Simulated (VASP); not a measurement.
## MgO (rocksalt type): single point with LDA

MgO (rocksalt type):

```
Mg O
1.0
     0.00000    1.99287    1.99287
     1.99287    0.00000    1.99287
     1.99287    1.99287    0.00000
Mg O
1 1
Direct
  0.00000 0.00000 0.00000
  0.50000 0.50000 0.50000
```

```yaml
Program: VASP 6.6.1
Task: single point
Functional: LDA
Potentials_or_basis: VASP PAW LDA potentials, release 64 (Mg, O)
Cutoff: 600 eV
k_mesh: 15 × 15 × 15
Occupations: fermi-dirac, width 0.05 eV
Spin: no spin polarisation
Dipole_correction: no
Further_INCAR_settings: ALGO = Normal; EDIFF = 1e-06; NBANDS = 11
```

The pressure is 26.7 GPa and the band gap on the k mesh is 6.45 eV.

Levels at points of the mesh, in eV from the valence-band top:
| k point | band 1 | band 2 | band 3 | band 4 | band 5 | band 6 | band 7 | band 8 |
| --- | --- | --- | --- | --- | --- | --- | --- | --- |
| (0.00, 0.00, 0.00) | -17.96 | 0.00 | 0.00 | 0.00 | 6.45 | 16.42 | 16.42 | 16.42 |

Run time: 14 s on 1 thread of Intel(R) Xeon(R) Platinum 8259CL CPU @ 2.50GHz (Skylake/Cascade Lake), with other jobs on the host, peak memory 0.15 GiB.

Caveat: the cell stands under pressure; an odd mesh through Γ misses points on the zone boundary, where band edges can lie.
